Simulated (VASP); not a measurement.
Write the native input for VASP 6.6.1 that does the following.

```yaml
Task: single point
Functional: r2SCAN
Potentials_or_basis: VASP PAW PBE potentials, release 64 (Ag, Cl)
Cutoff: 520 eV
k_mesh: 8 × 8 × 8
Occupations: gaussian, width 0.01 eV
Spin: no spin polarisation
Dipole_correction: no
Further_INCAR_settings: ALGO = Normal; EDIFF = 1e-06; NBANDS = 16
```

The system is AgCl.

```xyz
2
Lattice="-0.0463 2.7732 2.7732 2.7732 -0.0463 2.7732 2.7269 2.7269 0.0000" Properties=species:S:1:pos:R:3 pbc="T T T"
Ag    0.0000    0.0000    0.0000
Cl    2.7269    2.7269    2.7732
```

This cell differs from its parent crystal: shear xy strain -3.3%.

These files were run (other wordings do the same):

POSCAR

```
AgCl
1.0
   -0.0463121697      2.7731838126      2.7731838126
    2.7731838126     -0.0463121697      2.7731838126
    2.7268716430      2.7268716430      0.0000000000
Ag Cl
1 1
Direct
    0.0000000000      0.0000000000      0.0000000000
    0.5000000000      0.5000000000      0.5000000000
```

INCAR.step1

```
SYSTEM = AgCl
PREC = Accurate
ENCUT = 520
ISMEAR = 0
SIGMA = 0.01
LREAL = .False.
LASPH = .True.
NELM = 100
NBANDS = 16
GGA = PE
ALGO = Normal
EDIFF = 1E-4
LWAVE = .True.
LCHARG = .False.
```

INCAR.step2

```
SYSTEM = AgCl
PREC = Accurate
ENCUT = 520
EDIFF = 1E-6
ISMEAR = 0
SIGMA = 0.01
LREAL = .False.
LASPH = .True.
NELM = 100
ALGO = Normal
ISIF = 2
LWAVE = .False.
LCHARG = .False.
METAGGA = R2SCAN
LMIXTAU = .True.
NBANDS = 16
ISTART = 1
```

KPOINTS

```
Automatic mesh
0
Gamma
  8 8 8
  0 0 0
```

Potentials or basis: VASP PAW PBE potentials, release 64 (Ag, Cl).

The run is started by

```console
$ cat potpaw_PBE.64/Ag/POTCAR potpaw_PBE.64/Cl/POTCAR > POTCAR
$ cp INCAR.step1 INCAR
$ mpirun -np 1 vasp_std > vasp.out
$ cp INCAR.step2 INCAR
$ mpirun -np 1 vasp_std > vasp.out
```

It gave:

The pressure is -0.1 GPa and the band gap on the k mesh is 1.39 eV, indirect (least direct gap 3.67 eV).

Caveat: the cell differs from its parent crystal (shear xy strain -3.3%); the PAW data sets were made with another functional, which shifts forces and pressure a little.

Wall time 120 s on 1 thread of Intel(R) Xeon(R) 6975P-C (Granite Rapids), on a shared host, peak memory 0.21 GiB.
